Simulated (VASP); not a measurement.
# Al (Im-3m) in VASP: a series of runs

Aim: see how the results for Al move with the level of theory and the settings. Levels: PBEsol+D4, PBEsol. Tasks: single point.

All numbers are computed with VASP 6.6.1; they aren't measurements. Logs are shortened: lines on timing, memory, paths and dates and some standing lists are left out, and cuts for length are marked.

## Step 1: The cell of the first run

It takes space group Im-3m (No. 229, cubic). Conventional cell: a = 3.210 Å, b = 3.210 Å, c = 3.210 Å, α = 90.00°, β = 90.00°, γ = 90.00°. Within 3.7 Å of Al (site symmetry m-3m) lie 14 Al at 2.78 to 3.21 Å.

## Step 2: Single point, PBEsol+D4

The input, INCAR:

```
PREC = Accurate
ENCUT = 520
EDIFF = 1E-7
ISMEAR = -1
SIGMA = 0.05
LREAL = False
LASPH = True
NELM = 100
ALGO = Normal
ISIF = 2
LWAVE = False
LCHARG = False
GGA = PS
IVDW = 13
NBANDS = 8
```

The input, KPOINTS:

```
Automatic mesh
0
Gamma
  17 17 17
```

The input, POSCAR:

```
Al
1.0
   -1.6051553710      1.6051553710      1.6051553710
    1.6051553710     -1.6051553710      1.6051553710
    1.6051553710      1.6051553710     -1.6051553710
Al
1
Direct
    0.0000000000      0.0000000000      0.0000000000
```

Potentials or basis: VASP PAW PBE potentials, release 64 (Al).

The run is started by

```bash
$ cat potpaw_PBE.64/Al/POTCAR > POTCAR
$ mpirun -np 1 vasp_std > vasp.out
```

OUTCAR:

```text
PREC = Accurate
   ENCUT = 520
   EDIFF = 1E-7
   ISMEAR = -1
   LREAL = False
   LASPH = True
   NELM = 100
   ISIF = 2
   GGA = PS
   IVDW = 13

 ion  position               nearest neighbor table
   1  0.000  0.000  0.000-

  LATTYP: Found a body centered cubic cell.
 ALAT       =     3.2103107420

  Lattice vectors:

 A1 = (  -1.6051553710,   1.6051553710,   1.6051553710)
 A2 = (   1.6051553710,  -1.6051553710,   1.6051553710)
 A3 = (   1.6051553710,   1.6051553710,  -1.6051553710)

Analysis of symmetry for initial positions (statically):
=====================================================================
 Subroutine PRICEL returns:
 Original cell was already a primitive cell.

 Routine SETGRP: Setting up the symmetry group for a
 body centered cubic supercell.

 Subroutine GETGRP returns: Found 48 space group operations
 (whereof 48 operations were pure point group operations)
 out of a pool of 48 trial point group operations.

The static configuration has the point symmetry O_h .

Analysis of symmetry for dynamics (positions and initial velocities):
=====================================================================
 Subroutine PRICEL returns:
 Original cell was already a primitive cell.

 Routine SETGRP: Setting up the symmetry group for a
 body centered cubic supercell.

 Subroutine GETGRP returns: Found 48 space group operations
 (whereof 48 operations were pure point group operations)
 out of a pool of 48 trial point group operations.

The dynamic configuration has the point symmetry O_h .

 Subroutine INISYM returns: Found 48 space group operations
 (whereof 48 operations are pure point group operations),
 and found     1 'primitive' translations

----------------------------------------------------------------------------------------

                                     Primitive cell

  volume of cell :      16.5429

  direct lattice vectors                    reciprocal lattice vectors
    -1.605155371  1.605155371  1.605155371     0.000000000  0.311496326  0.311496326
     1.605155371 -1.605155371  1.605155371     0.311496326  0.000000000  0.311496326
     1.605155371  1.605155371 -1.605155371     0.311496326  0.311496326  0.000000000

  length of vectors
     2.780210657  2.780210657  2.780210657     0.440522328  0.440522328  0.440522328

  position of ions in fractional coordinates (direct lattice)
     0.000000000  0.000000000  0.000000000

  ion indices of the primitive-cell ions
   primitive index   ion index
                 1           1

----------------------------------------------------------------------------------------

 KPOINTS: Automatic mesh

Automatic generation of k-mesh.
 Grid dimensions read from file:
 generate k-points for:   17   17   17

 Generating k-lattice:

  Cartesian coordinates                     Fractional coordinates (reciprocal lattice)
     0.000000000  0.018323313  0.018323313     0.058823529  0.000000000  0.000000000
     0.018323313  0.000000000  0.018323313     0.000000000  0.058823529  0.000000000
     0.018323313  0.018323313  0.000000000     0.000000000  0.000000000  0.058823529

  Length of vectors
     0.025913078  0.025913078  0.025913078

  Shift w.r.t. Gamma in fractional coordinates (k-lattice)
     0.000000000  0.000000000  0.000000000

 Subroutine IBZKPT returns following result:
 ===========================================

 Found    165 irreducible k-points:

 Following reciprocal coordinates:
            Coordinates               Weight
  0.000000  0.000000  0.000000      1.000000
  0.058824  0.000000  0.000000     12.000000
  0.117647  0.000000  0.000000     12.000000
  0.176471  0.000000  0.000000     12.000000
  0.235294  0.000000  0.000000     12.000000
  0.294118  0.000000  0.000000     12.000000
[... 16 lines left out ...]
  0.411765  0.117647 -0.000000     48.000000
  0.176471  0.176471  0.000000     24.000000
 [... further k-points ...]
   k-points           NKPTS =    165   k-points in BZ     NKDIM =    165   number of bands    NBANDS=      8
   number of dos      NEDOS =    301   number of ions     NIONS =      1
   total plane-waves  NPLWV =  13824
   dimension x,y,z NGX =    24 NGY =   24 NGZ =   24
   dimension x,y,z NGXF=    48 NGYF=   48 NGZF=   48
   ions per type =               1
   NGX,Y,Z   is equivalent  to a cutoff of  14.35, 14.35, 14.35 a.u.
   NGXF,Y,Z  is equivalent  to a cutoff of  28.70, 28.70, 28.70 a.u.
 SYSTEM =  unknown system
   PREC   = accura    normal or accurate (medium, high low for compatibility)
   ISTART =      0    job   : 0-new  1-cont  2-samecut
   ICHARG =      2    charge: 1-file 2-atom 10-const
   ISPIN  =      1    spin polarized calculation?
   LNONCOLLINEAR =      F non collinear calculations
   LSORBIT =      F    spin-orbit coupling
   LASPH  =      T    aspherical Exc in radial PAW
   ENCUT  =  520.0 eV  38.22 Ry    6.18 a.u.   5.17  5.17  5.17*2*pi/ulx,y,z
   NELM   =    100;   NELMIN=  2; NELMDL= -5     # of ELM steps
   EDIFF  = 0.1E-06   stopping-criterion for ELM
   LREAL  =      F    real-space projection
   EDIFFG = 0.1E-05   stopping-criterion for IOM
   NSW    =      0    number of steps for IOM
   IBRION =     -1    ionic relax: 0-MD 1-quasi-New 2-CG
   NFREE  =      0    steps in history (QN), initial steepest desc. (CG)
   ISIF   =      2    stress and relaxation
   ISYM   =      2    0-nonsym 1-usesym 2-fastsym
   POTIM  = 0.5000    time-step for ionic-motion
   TEBEG  =    0.0;   TEEND  =   0.0 temperature during run
   PSTRESS=    0.0 pullay stress
   NELECT =       3.0000    total number of electrons
   NUPDOWN=      -1.0000    fix difference up-down
   EMIN   =  10.00;   EMAX   =-10.00  energy-range for DOS
   EFERMI =   0.00;   METHOD = LEGACY
   ISMEAR =    -1;   SIGMA  =   0.05  broadening in eV -4-tet -1-fermi 0-gaus
   EFERMI_NEDOS =   21; number of points for ismear=-14 and -15
   IALGO  =     38    algorithm
   IMIX   =      4    mixing-type and parameters
     AMIX     =   0.40;   BMIX     =  1.00
     AMIX_MAG =   1.60;   BMIX_MAG =  1.00
  volume/ion in A,a.u.               =      16.54       111.64
  Fermi-wavevector in a.u.,A,eV,Ry     =   0.926641  1.751098 11.682827  0.858664
  Thomas-Fermi vector in A             =   2.052625
   LORBIT       =      0    0 simple, 1 ext, 2 COOP (PROOUT), +10 PAW based schemes
   GGA     = PS    functional components
   LHFCALC =     F    Hartree Fock is set to
   AEXX    =    0.0000 exact exchange contribution
   IVDW    =    13    specifies the selected vdW correction
   LEPSILON=     F    determine dielectric tensor
   LRPA    =     F    only Hartree local field effects (RPA)
 non-spin polarized calculation
  energy-cutoff  :      520.00
  volume of cell :       16.54
 maximum number of plane-waves:       466
 NGX is ok and might be reduce to    24
   NGX = 11   NGY = 11   NGZ = 11

 number of electron       3.0000000 magnetization

 Free energy of the ion-electron system (eV)
  ---------------------------------------------------
  ext. energy  EPLUGINS =         0.00000000
  ---------------------------------------------------
  free energy    TOTEN  =        -3.99367297 eV

  energy without entropy =       -3.98919734  energy(sigma->0) =       -3.99143516

 E-fermi :   7.9419     XC(G=0): -10.2513

 val. band max:        7.9306583542   @ k =  -0.4118   0.4118   0.2353
 cond. band min:       7.9619578136   @ k =  -0.3529  -0.4118   0.0588
 fundamental gap:      0.0312994594
 Fermi energy:         7.9419146759

 k-point     1 :       0.0000    0.0000    0.0000
  band No.  band energies     occupation
      1      -3.1845      2.00000
      2      21.1501      0.00000
      3      21.1501      0.00000
      4      21.1501      0.00000
      5      22.5635      0.00000
      6      22.5635      0.00000
      7      22.5635      0.00000
      8      24.1892      0.00000

 k-point     2 :       0.0588    0.0000    0.0000
  band No.  band energies     occupation
      1      -3.0851      2.00000
      2      19.8742      0.00000
      3      20.3948      0.00000
      4      20.7414      0.00000
      5      22.1495      0.00000
      6      23.0847      0.00000
      7      23.3546      0.00000
      8      23.4843      0.00000

 k-point     3 :       0.1176    0.0000    0.0000
  band No.  band energies     occupation
      1      -2.7873      2.00000
      2      17.5965      0.00000
      3      19.3514      0.00000
      4      19.8604      0.00000
      5      21.2852      0.00000
      6      22.3850      0.00000
      7      23.8174      0.00000
      8      24.3972      0.00000

 k-point     4 :       0.1765    0.0000    0.0000
  band No.  band energies     occupation
      1      -2.2924      2.00000
      2      15.1640      0.00000
      3      18.4207      0.00000
      4      18.9054      0.00000
      5      20.3790      0.00000
      6      21.6009      0.00000
      7      24.5393      0.00000
      8      24.7648      0.00000

 k-point     5 :       0.2353    0.0000    0.0000
  band No.  band energies     occupation
      1      -1.6023      2.00000
      2      12.7874      0.00000
      3      17.6392      0.00000
      4      18.0369      0.00000
      5      19.5714      0.00000
      6      20.9032      0.00000
      7      25.2942      0.00000
      8      25.3628      0.00000

 k-point     6 :       0.2941    0.0000    0.0000
  band No.  band energies     occupation
      1      -0.7200      2.00000
      2      10.5312      0.00000
      3      17.0135      0.00000
      4      17.3134      0.00000
      5      18.9069      0.00000
      6      20.3042      0.00000
      7      25.9725      0.00000
      8      26.3194      0.00000

 k-point     7 :       0.3529    0.0000    0.0000
  band No.  band energies     occupation
      1       0.3509      2.00000
      2       8.4210      0.00014
      3      16.5448      0.00000
      4      16.7593      0.00000
      5      18.4016      0.00000
      6      19.8293      0.00000
      7      26.7801      0.00000
      8      27.4094      0.00000

 k-point     8 :       0.4118    0.0000    0.0000
  band No.  band energies     occupation
      1       1.6050      2.00000
      2       6.4710      2.00000
      3      16.2328      0.00000
      4      16.3856      0.00000
      5      18.0624      0.00000
      6      19.5004      0.00000
      7      27.6631      0.00000
      8      28.5879      0.00000

 k-point     9 :       0.4706    0.0000    0.0000
  band No.  band energies     occupation
      1       3.0242      2.00000
      2       4.7032      2.00000
      3      16.0770      0.00000
      4      16.1976      0.00000
      5      17.8923      0.00000
      6      19.3324      0.00000
      7      28.4130      0.00000
      8      29.6284      0.00000

 k-point    10 :       0.0588    0.0588    0.0000
  band No.  band energies     occupation
      1      -2.8865      2.00000
      2      18.7762      0.00000
      3      18.8052      0.00000
      4      20.0546      0.00000
      5      22.0890      0.00000
      6      22.6249      0.00000
      7      23.5550      0.00000
      8      24.1004      0.00000
[... 78 lines left out ...]
 k-point    18 :       0.1176    0.1176    0.0000
  band No.  band energies     occupation
      1      -1.9962      2.00000
      2      15.2314      0.00000
      3      15.5781      0.00000
      4      18.2785      0.00000
      5      21.7483      0.00000
      6      21.8365      0.00000
      7      24.6657      0.00000
      8      25.0388      0.00000

 k-point    19 :       0.1765    0.1176   -0.0000
  band No.  band energies     occupation
      1      -1.3076      2.00000
      2      13.0214      0.00000
      3      14.5661      0.00000
      4      17.4936      0.00000
      5      21.0658      0.00000
      6      22.2016      0.00000
      7      24.5071      0.00000
      8      26.4235      0.00000

 k-point    20 :       0.2353    0.1176   -0.0000
  band No.  band energies     occupation
      1      -0.4271      2.00000
      2      10.7892      0.00000
      3      13.8485      0.00000
      4      16.8393      0.00000
      5      20.4289      0.00000
      6      22.4810      0.00000
      7      24.4688      0.00000
      8      27.8795      0.00000

 k-point    21 :       0.2941    0.1176   -0.0000
  band No.  band energies     occupation
      1       0.6416      2.00000
      2       8.6908      0.00000
      3      13.3104      0.00000
      4      16.3387      0.00000
      5      19.9295      0.00000
      6      22.4692      0.00000
      7      24.9673      0.00000
      8      28.9770      0.00000

 k-point    22 :       0.3529    0.1176    0.0000
  band No.  band energies     occupation
      1       1.8928      2.00000
      2       6.7483      2.00000
      3      12.9508      0.00000
      4      16.0015      0.00000
      5      19.5890      0.00000
      6      22.3281      0.00000
      7      25.8538      0.00000
      8      29.2295      0.00000

 k-point    23 :       0.4118    0.1176   -0.0000
  band No.  band energies     occupation
      1       3.3076      2.00000
      2       4.9869      2.00000
      3      12.7707      0.00000
      4      15.8320      0.00000
      5      19.4169      0.00000
      6      22.2287      0.00000
      7      26.8572      0.00000
      8      28.4766      0.00000

 k-point    24 :       0.1765    0.1765    0.0000
  band No.  band energies     occupation
      1      -0.5247      2.00000
      2      11.9751      0.00000
      3      12.5286      0.00000
      4      16.7912      0.00000
      5      21.5253      0.00000
      6      21.8744      0.00000
      7      26.0022      0.00000
      8      26.3024      0.00000

 [... further k-points ...]

------------------------ aborting loop because EDIFF is reached ----------------------------------------

  DFT-D4 for vdW energy calculation

  Edisp (eV):   -0.19970

  FORCE on cell =-STRESS in cart. coord.  units (eV):
  Direction    XX          YY          ZZ          XY          YZ          ZX
  --------------------------------------------------------------------------------------
  -------------------------------------------------------------------------------------
  Total      -0.18219    -0.18219    -0.18219     0.00000     0.00000    -0.00000
  in kB     -17.64557   -17.64557   -17.64557     0.00000     0.00000    -0.00000
  external pressure =      -17.65 kB  Pullay stress =        0.00 kB

 VOLUME and BASIS-vectors are now :
 -----------------------------------------------------------------------------
  energy-cutoff  :      520.00
  volume of cell :       16.54
      direct lattice vectors                 reciprocal lattice vectors
    -1.605155371  1.605155371  1.605155371     0.000000000  0.311496326  0.311496326
     1.605155371 -1.605155371  1.605155371     0.311496326  0.000000000  0.311496326
     1.605155371  1.605155371 -1.605155371     0.311496326  0.311496326  0.000000000

 POSITION                                       TOTAL-FORCE (eV/Angst)
 -----------------------------------------------------------------------------------
      0.00000      0.00000      0.00000        -0.000000      0.000000      0.000000
 -----------------------------------------------------------------------------------
    total drift:                                0.000000     -0.000000      0.000000

  FREE ENERGIE OF THE ION-ELECTRON SYSTEM (eV)
  ---------------------------------------------------
  free  energy   TOTEN  =        -4.1933724821 eV

  energy  without entropy=       -4.1888968546  energy(sigma->0) =       -4.19113467
```

It took 11 s on 1 thread of Intel Xeon Platinum 8259CL at 2.50GHz (Skylake/Cascade Lake), shared host; peak memory 0.14 GiB.

Results:

* Free energy: -4.1934 eV
* Pressure: -1.8 GPa
* Dispersion energy per atom: -0.200 eV

Caveat: the PAW data sets were made with another functional, which shifts forces and pressure a little; pairwise dispersion overbinds metals, which lowers pressure and volume.

## Step 3: Single point, PBEsol (volume scaled by 0.43)

The input, INCAR:

```
SYSTEM = Al
PREC = Accurate
ENCUT = 520
EDIFF = 1E-6
ISMEAR = -1
SIGMA = 0.05
LREAL = .False.
LASPH = .True.
NELM = 100
ALGO = Normal
ISIF = 2
LWAVE = .False.
LCHARG = .False.
GGA = PS
NBANDS = 8
```

The input, KPOINTS:

```
Automatic mesh
0
Gamma
  17 17 17
  0 0 0
```

The input, POSCAR:

```
Al
1.0
   -1.2115459630      1.2115459630      1.2115459630
    1.2115459630     -1.2115459630      1.2115459630
    1.2115459630      1.2115459630     -1.2115459630
Al
1
Direct
    0.0000000000      0.0000000000      0.0000000000
```

Potentials or basis: VASP PAW PBE potentials, release 64 (Al).

The run is started by

```bash
$ cat potpaw_PBE.64/Al/POTCAR > POTCAR
$ mpirun -np 1 vasp_std > vasp.out
```

Run time: 3.5 s. Hardware: 1 thread of Intel Xeon Platinum 8488C (Sapphire Rapids), shared host; peak memory 0.11 GiB.

It converged, with:

* Free energy: 1.1065 eV
* Pressure: 352.9 GPa

Levels at points of the mesh, in eV from the Fermi level:
```csv
k point,band 1,band 2,band 3,band 4,band 5,band 6
"(0.00, 0.00, 0.00)",-17.75,19.89,19.89,19.89,24.77,24.77
```

Caveat: the PAW data sets were made with another functional, which shifts forces and pressure a little.

(Part 1 of 2 ends here.)
